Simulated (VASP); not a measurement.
Wanted: the native input for a VASP 6.6.1 run.

- Task: single point
- Functional: PBE
- Potentials or basis: VASP PAW PBE potentials, release 64 (Al, O)
- Cutoff: 520 eV
- k mesh: 5 × 5 × 5
- Occupations: gaussian, width 0.01 eV
- Spin: no spin polarisation
- Dipole correction: no
- Further INCAR settings: ALGO = Normal; EDIFF = 1e-06; NBANDS = 35

The structure of Al2O3 lies in POSCAR:

```
Al2O3
1.0
    2.4043533283      1.3881540413      4.3745196008
   -2.4043533283      1.3881540413      4.3745196008
    0.0000000000     -2.7763080827      4.3745196008
Al O
4 6
Direct
    0.3521476968      0.3521476968      0.3521476968
    0.1478523032      0.1478523032      0.1478523032
    0.6478523032      0.6478523032      0.6478523032
    0.8521476968      0.8521476968      0.8521476968
    0.5561754309      0.9438245691      0.2500000000
    0.2500000000      0.5561754309      0.9438245691
    0.9438245691      0.2500000000      0.5561754309
    0.4438245691      0.0561754309      0.7500000000
    0.7500000000      0.4438245691      0.0561754309
    0.0561754309      0.7500000000      0.4438245691
```

One way to write it, as run:

INCAR

```
SYSTEM = Al2O3
  PREC = Accurate
  ENCUT = 520
  EDIFF = 1E-6
  ISMEAR = 0
  SIGMA = 0.01
  LREAL = .False.
  LASPH = .True.
  NELM = 60
  ALGO = Normal
  ISIF = 2
  LWAVE = .False.
  LCHARG = .False.
  GGA = PE
  NBANDS = 35
```

KPOINTS

```
regular mesh
0
Gamma
  5 5 5
  0 0 0
```

Potentials or basis: VASP PAW PBE potentials, release 64 (Al, O).

The run is started by

```bash
$ cat potpaw_PBE.64/Al/POTCAR potpaw_PBE.64/O/POTCAR > POTCAR
$ mpirun -np 1 vasp_std > vasp.out
```

It gave:

* Pressure: -0.1 GPa
* Largest force: 0.004 eV/Å
* Band gap on the k mesh: 5.85 eV

It took 100 s on 1 thread of Intel Xeon 8259CL, on a shared host, peak memory 0.24 GiB.
